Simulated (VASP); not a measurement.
A run of VASP 6.6.1:

The input INCAR:

```
SYSTEM = Pb
PREC = Accurate ; ENCUT = 600
EDIFF = 1E-7 ; ISMEAR = 0
SIGMA = 0.1 ; LREAL = .False.
LASPH = .True. ; NELM = 100
ALGO = Normal ; ISIF = 3
LWAVE = .False. ; LCHARG = .False.
GGA = PE ; IBRION = 2
NSW = 90 ; EDIFFG = -0.04
```

Contents of KPOINTS:

```
Automatic mesh
0
Gamma
  6 6 6
  0 0 0
```

File POSCAR:

```
Pb
1.0
    2.1619963628      1.2482291821      4.0091630465
   -2.1619963628      1.2482291821      4.0091630465
    0.0000000000     -2.4964583641      4.0091630465
Pb
2
Direct
    0.2275400000      0.2275400000      0.2275400000
    0.7724600000      0.7724600000      0.7724600000
```

Potentials or basis: VASP PAW PBE potentials, release 64 (Pb_d).

The run is started by

```bash
$ cat potpaw_PBE.64/Pb_d/POTCAR > POTCAR
$ mpirun -np 1 vasp_std > vasp.out
```

Hardware: 1 thread of Intel(R) Xeon(R) 6975P-C (Granite Rapids), on a shared host.

Question: Estimate the wall time of this run.

Answer: Wall time 4.2 min on 1 thread of Intel(R) Xeon(R) 6975P-C (Granite Rapids), on a shared host, peak memory 0.25 GiB. Counts: scf iterations 124, k points 32, ion steps 12.
